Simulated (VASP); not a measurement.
# SnO (Pmmn) in VASP: further runs

Runs on SnO. Level: PBE. Tasks: single point.

All numbers are computed with VASP 6.6.1; they aren't measurements. Logs are shortened: lines on timing, memory, paths and dates and some standing lists are left out, and cuts for length are marked.

### Step 1. The cell of the first run

The structure is orthorhombic, space group Pmmn (No. 59). Conventional cell: a = 3.791 Å, b = 3.937 Å, c = 5.082 Å, α = 90.00°, β = 90.00°, γ = 90.00°. Sn (site symmetry mm2) has 4 O at 2.24 to 2.27 Å within 3.0 Å. O (site symmetry mm2) has 4 Sn at 2.24 to 2.27 Å and 4 O at 2.73 Å within 3.0 Å.

### Step 2. Single point, PBE (uniaxial strain along a: -2.0 %, then relaxed in part)

INCAR

```
  PREC = Accurate
  ENCUT = 520
  EDIFF = 1E-6
  ISMEAR = 0
  SIGMA = 0.01
  LREAL = F
  LASPH = T
  NELM = 100
  ALGO = Normal
  ISIF = 2
  LWAVE = F
  LCHARG = F
  GGA = PE
  NBANDS = 28
```

KPOINTS

```
regular mesh
0
Gamma
  10 10 8
```

POSCAR

```
SnO
1.0
    3.7908975680      0.0000000000      0.0000000000
    0.0000000000      3.9368278737      0.0000000000
    0.0000000000      0.0000000000      5.0823637346
Sn O
2 2
Direct
    0.0000000000      0.5000000000      0.2283273113
    0.5000000000      0.0000000000      0.7716726887
    0.5000000000      0.5000000000     -0.0070155136
    0.0000000000      0.0000000000      0.0070155136
```

Potentials or basis: VASP PAW PBE potentials, release 64 (Sn_d, O).

Launch:

```bash
$ cat potpaw_PBE.64/Sn_d/POTCAR potpaw_PBE.64/O/POTCAR > POTCAR
$ mpirun -np 1 vasp_std > vasp.out
```

OUTCAR:

```text
PREC = Accurate
   ENCUT = 520
   EDIFF = 1E-6
   ISMEAR = 0
   LREAL = F
   LASPH = T
   NELM = 100
   ISIF = 2
   GGA = PE

 ion  position               nearest neighbor table
   1  0.000  0.500  0.228-   3 2.24   3 2.24   4 2.27   4 2.27   2 3.59   2 3.59   2 3.59   2 3.59

   2  0.500  0.000  0.772-   4 2.24   4 2.24   3 2.27   3 2.27   1 3.59   1 3.59   1 3.59   1 3.59

   3  0.500  0.500  0.993-   1 2.24   1 2.24   2 2.27   2 2.27
   4  0.000  0.000  0.007-   2 2.24   2 2.24   1 2.27   1 2.27

  LATTYP: Found a simple orthorhombic cell.
 ALAT       =     3.7908975680
 B/A-ratio  =     1.0384949219
 C/A-ratio  =     1.3406755639

  Lattice vectors:

 A1 = (   3.7908975680,   0.0000000000,   0.0000000000)
 A2 = (   0.0000000000,   3.9368278737,   0.0000000000)
 A3 = (   0.0000000000,   0.0000000000,   5.0823637346)

Analysis of symmetry for initial positions (statically):
=====================================================================
 Subroutine PRICEL returns:
 Original cell was already a primitive cell.

 Routine SETGRP: Setting up the symmetry group for a
 simple orthorhombic supercell.

 Subroutine GETGRP returns: Found  8 space group operations
 (whereof  4 operations were pure point group operations)
 out of a pool of  8 trial point group operations.

The static configuration has the point symmetry C_2v.
 The point group associated with its full space group is D_2h.

Analysis of symmetry for dynamics (positions and initial velocities):
=====================================================================
 Subroutine PRICEL returns:
 Original cell was already a primitive cell.

 Routine SETGRP: Setting up the symmetry group for a
 simple orthorhombic supercell.

 Subroutine GETGRP returns: Found  8 space group operations
 (whereof  4 operations were pure point group operations)
 out of a pool of  8 trial point group operations.

The dynamic configuration has the point symmetry C_2v.
 The point group associated with its full space group is D_2h.

 Subroutine INISYM returns: Found  8 space group operations
 (whereof  4 operations are pure point group operations),
 and found     1 'primitive' translations

----------------------------------------------------------------------------------------

[... 93 lines left out ...]
   LASPH  =      T    aspherical Exc in radial PAW
   ENCUT  =  520.0 eV  38.22 Ry    6.18 a.u.   7.05  7.32  9.45*2*pi/ulx,y,z
   NELM   =    100;   NELMIN=  2; NELMDL= -5     # of ELM steps
   EDIFF  = 0.1E-05   stopping-criterion for ELM
   LREAL  =      F    real-space projection
   EDIFFG = 0.1E-04   stopping-criterion for IOM
   NSW    =      0    number of steps for IOM
   IBRION =     -1    ionic relax: 0-MD 1-quasi-New 2-CG
   NFREE  =      0    steps in history (QN), initial steepest desc. (CG)
   ISIF   =      2    stress and relaxation
   ISYM   =      2    0-nonsym 1-usesym 2-fastsym
   POTIM  = 0.5000    time-step for ionic-motion
   TEBEG  =    0.0;   TEEND  =   0.0 temperature during run
   PSTRESS=    0.0 pullay stress
   NELECT =      40.0000    total number of electrons
   NUPDOWN=      -1.0000    fix difference up-down
   EMIN   =  10.00;   EMAX   =-10.00  energy-range for DOS
   EFERMI =   0.00;   METHOD = LEGACY
   ISMEAR =     0;   SIGMA  =   0.01  broadening in eV -4-tet -1-fermi 0-gaus
   EFERMI_NEDOS =   21; number of points for ismear=-14 and -15
   IALGO  =     38    algorithm
   IMIX   =      4    mixing-type and parameters
     AMIX     =   0.40;   BMIX     =  1.00
     AMIX_MAG =   1.60;   BMIX_MAG =  1.00
  volume/ion in A,a.u.               =      18.96       127.96
  Fermi-wavevector in a.u.,A,eV,Ry     =   1.322645  2.499437 23.801907  1.749391
  Thomas-Fermi vector in A             =   2.452311
   LORBIT       =      0    0 simple, 1 ext, 2 COOP (PROOUT), +10 PAW based schemes
   GGA     = PE    functional components
   LHFCALC =     F    Hartree Fock is set to
   AEXX    =    0.0000 exact exchange contribution
   IVDW    =     0    specifies the selected vdW correction
   LEPSILON=     F    determine dielectric tensor
   LRPA    =     F    only Hartree local field effects (RPA)
 non-spin polarized calculation
 Gauss-broadening in eV      SIGMA  =   0.01
  energy-cutoff  :      520.00
  volume of cell :       75.85
 maximum number of plane-waves:      2066
   NGX = 15   NGY = 15   NGZ = 19

 number of electron      39.9999999 magnetization

 Free energy of the ion-electron system (eV)
  ---------------------------------------------------
  ext. energy  EPLUGINS =         0.00000000
  ---------------------------------------------------
  free energy    TOTEN  =       -22.72438252 eV

  energy without entropy =      -22.72438252  energy(sigma->0) =      -22.72438252

 E-fermi :   6.1973     XC(G=0):  -9.8178

 val. band max:        6.1482930878   @ k =   0.1000   0.0000   0.0000
 cond. band min:       6.6403117191   @ k =   0.5000   0.5000   0.0000
 fundamental gap:      0.4920186313
 Fermi energy:         6.1972673121

 k-point     1 :       0.0000    0.0000    0.0000
  band No.  band energies     occupation
      1     -15.6146      2.00000
      2     -15.2513      2.00000
      3     -15.2435      2.00000
      4     -15.2415      2.00000
      5     -15.2141      2.00000
      6     -15.1986      2.00000
[... 733 lines left out ...]
     27      13.4637      0.00000
     28      13.4637      0.00000

 [... further k-points ...]

------------------------ aborting loop because EDIFF is reached ----------------------------------------

  FORCE on cell =-STRESS in cart. coord.  units (eV):
  Direction    XX          YY          ZZ          XY          YZ          ZX
  --------------------------------------------------------------------------------------
  -------------------------------------------------------------------------------------
  Total        0.2342375      0.0820948      0.0975954      0.0000000      0.0000000      0.0000000
  in kB        4.9478079      1.7340913      2.0615110      0.0000000      0.0000000      0.0000000
  external PRESSURE =       2.9144701 kB  Pullay stress =       0.0000000 kB

 VOLUME and BASIS-vectors are now :
 -----------------------------------------------------------------------------
  energy-cutoff  :      520.00
  volume of cell :       75.85
      direct lattice vectors                 reciprocal lattice vectors
     3.790897568  0.000000000  0.000000000     0.263789771  0.000000000  0.000000000
     0.000000000  3.936827874  0.000000000     0.000000000  0.254011613  0.000000000
     0.000000000  0.000000000  5.082363735     0.000000000  0.000000000  0.196758841

 POSITION                                       TOTAL-FORCE (eV/Angst)
 -----------------------------------------------------------------------------------
      0.00000      1.96841      1.16044         0.000000      0.000000      0.077609
      1.89545      0.00000      3.92192         0.000000      0.000000     -0.077609
      1.89545      1.96841      5.04671         0.000000      0.000000     -0.005274
      0.00000      0.00000      0.03566         0.000000      0.000000      0.005274
 -----------------------------------------------------------------------------------
    total drift:                                0.000000      0.000000      0.000000

  FREE ENERGIE OF THE ION-ELECTRON SYSTEM (eV)
  ---------------------------------------------------
  free  energy   TOTEN  =       -22.7243825220 eV

  energy  without entropy=      -22.7243825220  energy(sigma->0) =      -22.72438252
```

OSZICAR:

```text
N       E                     dE             d eps       ncg     rms          rms(c)
DAV:   1     0.418308929816E+03    0.41831E+03   -0.19889E+04 10408   0.212E+03
DAV:   2     0.382231125989E+02   -0.38009E+03   -0.36514E+03 10496   0.538E+02
DAV:   3    -0.234058654337E+02   -0.61629E+02   -0.60369E+02 11536   0.180E+02
DAV:   4    -0.264689522666E+02   -0.30631E+01   -0.30478E+01 11408   0.433E+01
DAV:   5    -0.265430056674E+02   -0.74053E-01   -0.74043E-01 11008   0.728E+00    0.117E+01
DAV:   6    -0.227782699862E+02    0.37647E+01   -0.18064E+01 16260   0.456E+01    0.510E+00
DAV:   7    -0.227450217744E+02    0.33248E-01   -0.22242E+00 12012   0.878E+00    0.251E+00
DAV:   8    -0.227310293756E+02    0.13992E-01   -0.31328E-01 12520   0.367E+00    0.818E-01
DAV:   9    -0.227232600512E+02    0.77693E-02   -0.50915E-02 16180   0.217E+00    0.251E-01
DAV:  10    -0.227248624723E+02   -0.16024E-02   -0.85468E-03 13376   0.812E-01    0.167E-01
DAV:  11    -0.227243466889E+02    0.51578E-03   -0.28345E-03 15272   0.466E-01    0.246E-02
DAV:  12    -0.227243871635E+02   -0.40475E-04   -0.33144E-04 10484   0.108E-01    0.346E-02
DAV:  13    -0.227243824950E+02    0.46685E-05   -0.42654E-05 12948   0.567E-02    0.330E-03
DAV:  14    -0.227243825220E+02   -0.26964E-07   -0.40844E-06 11128   0.125E-02
   1 F= -.22724383E+02 E0= -.22724383E+02  d E =-.540657E-15
```

stdout:

```text
POSCAR found type information on POSCAR SnO
 POSCAR found :  2 types and       4 ions
 scaLAPACK will be used
 LDA part: xc-table for (Slater+PW92), standard interpolation
 POSCAR, INCAR and KPOINTS ok, starting setup
 FFT: planning ... GRIDC
 FFT: planning ... GRID_SOFT
 FFT: planning ... GRID
 WAVECAR not read
 entering main loop
```

It took 3.5 min on 1 thread of Intel Xeon Platinum 8488C (Sapphire Rapids), shared host; peak memory 0.4 GiB.

What came out:

```yaml
Free_energy: -22.7244 eV
Pressure: 0.3 GPa
Largest_force: 0.078 eV/Å
Band_gap_on_the_k_mesh: 0.49 eV (least direct gap 1.93 eV)
```

Forces in eV/Å, atoms in the order of the input:
```
Sn   0.000  0.000  0.078
Sn   0.000  0.000 -0.078
O    0.000  0.000 -0.005
O    0.000  0.000  0.005
```

Caveat: the cell differs from its parent crystal (uniaxial strain along a: -2.0 %, then relaxed in part); spin-orbit coupling is left out, which moves the levels of the heavy elements. A k mesh can miss the band edges.

### Step 3. Single point, PBE (uniaxial strain along a: +2.0 %)

INCAR

```
PREC     = Accurate       # precision mode
ENCUT    = 520            # plane-wave cutoff, eV
EDIFF    = 1E-6           # SCF threshold, eV
ISMEAR   = 0              # smearing method
SIGMA    = 0.01           # smearing width, eV
LREAL    = F              # projectors in reciprocal space
LASPH    = T              # aspherical terms in the spheres
NELM     = 60             # most SCF steps
ALGO     = Normal         # electronic algorithm
ISIF     = 2              # what is computed and relaxed
LWAVE    = F              # write WAVECAR
LCHARG   = T              # write CHGCAR
GGA      = PE             # functional
LELF     = T              # ELF
LVHAR    = T            
NBANDS   = 28             # bands
```

KPOINTS

```
Automatic mesh
0
Gamma
  10 10 8
```

POSCAR

```
SnO
1.0
    3.9456280809      0.0000000000      0.0000000000
    0.0000000000      3.8489215103      0.0000000000
    0.0000000000      0.0000000000      5.0409089922
Sn O
2 2
Direct
    0.0000000000      0.5000000000      0.2287756820
    0.5000000000      0.0000000000      0.7712243180
    0.5000000000      0.5000000000      0.0000000000
    0.0000000000      0.0000000000      0.0000000000
```

Potentials or basis: VASP PAW PBE potentials, release 64 (Sn_d, O).

Launch:

```bash
$ cat potpaw_PBE.64/Sn_d/POTCAR potpaw_PBE.64/O/POTCAR > POTCAR
$ mpirun -np 1 vasp_std > vasp.out
```

Wall time 5.3 min (1 thread of Intel Xeon Platinum 8488C (Sapphire Rapids), shared host); peak memory 0.41 GiB.

It converged, with:

```yaml
Free_energy: -22.7191 eV
Pressure: -0.7 GPa
Largest_force: 0.146 eV/Å
Band_gap_on_the_k_mesh: 0.56 eV (least direct gap 1.91 eV)
```

Forces in eV/Å, atoms in the order of the input:
```
Sn   0.000  0.000  0.017
Sn   0.000  0.000 -0.017
O    0.000  0.000  0.146
O    0.000  0.000 -0.146
```

Stress tensor (GPa, compression positive):
```
-1.73  0.00  0.00
 0.00 -0.38  0.00
 0.00  0.00 -0.04
```

Levels at points of the mesh, in eV from the valence-band top:
```
           k point  band 16  band 17  band 18  band 19  band 20  band 21  band 22  band 23  band 24  band 25
(0.00, 0.00, 0.00)    -5.66    -3.05    -2.90    -2.75    -0.02     1.89     4.13     4.72     5.10     5.37
(0.50, 0.00, 0.00)    -4.49    -4.39    -4.39    -2.26    -2.26     3.07     3.07     5.57     5.57     6.06
(0.00, 0.50, 0.00)    -4.49    -4.38    -4.38    -2.22    -2.22     3.11     3.11     5.74     5.74     5.75
(0.50, 0.50, 0.00)    -4.60    -2.20    -2.20    -1.67    -1.67     0.56     0.56     4.64     4.64     6.86
(0.00, 0.00, 0.50)    -3.41    -3.07    -2.91    -2.77    -1.80     1.68     3.10     3.54     3.69     7.59
(0.50, 0.00, 0.50)    -4.87    -4.36    -4.36    -1.44    -1.44     2.48     2.48     5.68     5.68     6.27
(0.00, 0.50, 0.50)    -4.91    -4.35    -4.35    -1.46    -1.46     2.59     2.59     5.37     5.37     6.44
(0.50, 0.50, 0.50)    -4.94    -2.30    -2.30    -2.19    -2.19     2.68     2.68     3.80     3.80     5.48
```

Caveat: the cell differs from its parent crystal (uniaxial strain along a: +2.0 %); spin-orbit coupling is left out, which moves the levels of the heavy elements.
